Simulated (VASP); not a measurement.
Crystal: Si3N4.

```
Si N
1.0
     0.00000    3.83825    3.83825
     3.83825    0.00000    3.83825
     3.83825    3.83825    0.00000
Si N
6 8
Direct
  0.62500 0.62500 0.62500
  0.12500 0.62500 0.62500
  0.62500 0.62500 0.12500
  0.62500 0.12500 0.62500
  0.00000 0.00000 0.00000
  0.25000 0.25000 0.25000
  0.38240 0.38240 0.38240
  0.39720 0.86760 0.86760
  0.38240 0.38240 0.85280
  0.86760 0.39720 0.86760
  0.85280 0.38240 0.38240
  0.86760 0.86760 0.86760
  0.38240 0.85280 0.38240
  0.86760 0.86760 0.39720
```

| Property | Result |
| --- | --- |
| Program | VASP 6.6.1 |
| Task | relaxation of cell and atoms |
| Functional | PBEsol |
| Potentials or basis | VASP PAW PBE potentials, release 64 (Si, N) |
| Cutoff | 600 eV |
| k mesh | 6 × 6 × 6 |
| Occupations | gaussian, width 0.01 eV |
| Spin | no spin polarisation |

At the start: pressure 8.8 GPa; volume 8.08 Å³/atom.

Problem. Where does the relaxation end?

Solution. Over 12 steps the energy falls by 5.9 meV/atom and the volume is 8.30 Å³/atom (+2.7 %); space group Fd-3m (No. 227, to 0.1 Å) before and after.

Step by step:
```
step  energy change (eV)  largest force (eV/Å)  pressure (GPa)  volume (Å³)
   1              0.0000                0.0700            8.78       113.09
   2              0.0715                0.2965          -10.67       120.49
   3             -0.0813                0.0938           -0.03       116.14
   4             -0.0813                0.0908            0.14       116.08
   5             -0.0814                0.0877            0.05       116.18
   6             -0.0821                0.0003            0.10       116.13
   7             -0.0821                0.0034            0.09       116.13
   8             -0.0821                0.0006           -0.08       116.20
   9             -0.0821                0.0022           -0.01       116.17
  10             -0.0821                0.0023            0.00       116.16
  11             -0.0821                0.0023            0.00       116.16
  12             -0.0821                0.0007            0.00       116.16
```

Final structure:
```cif
data_structure
_symmetry_space_group_name_H-M 'P 1'
_symmetry_Int_Tables_number 1
_cell_length_a 5.4768
_cell_length_b 5.4768
_cell_length_c 5.4768
_cell_angle_alpha 60.000
_cell_angle_beta 60.000
_cell_angle_gamma 60.000
_cell_volume 116.16
loop_
_atom_site_label
_atom_site_type_symbol
_atom_site_fract_x
_atom_site_fract_y
_atom_site_fract_z
_atom_site_occupancy
Si1 Si 0.62500 0.62500 0.62500 1
Si2 Si 0.12500 0.62500 0.62500 1
Si3 Si 0.62500 0.62500 0.12500 1
Si4 Si 0.62500 0.12500 0.62500 1
Si5 Si 0.00000 0.00000 0.00000 1
Si6 Si 0.25000 0.25000 0.25000 1
N1 N 0.38244 0.38244 0.38244 1
N2 N 0.39732 0.86756 0.86756 1
N3 N 0.38244 0.38244 0.85268 1
N4 N 0.86756 0.39732 0.86756 1
N5 N 0.85268 0.38244 0.38244 1
N6 N 0.86756 0.86756 0.86756 1
N7 N 0.38244 0.85268 0.38244 1
N8 N 0.86756 0.86756 0.39732 1
```

Caveat: the PAW data sets were made with another functional, which shifts forces and pressure a little.
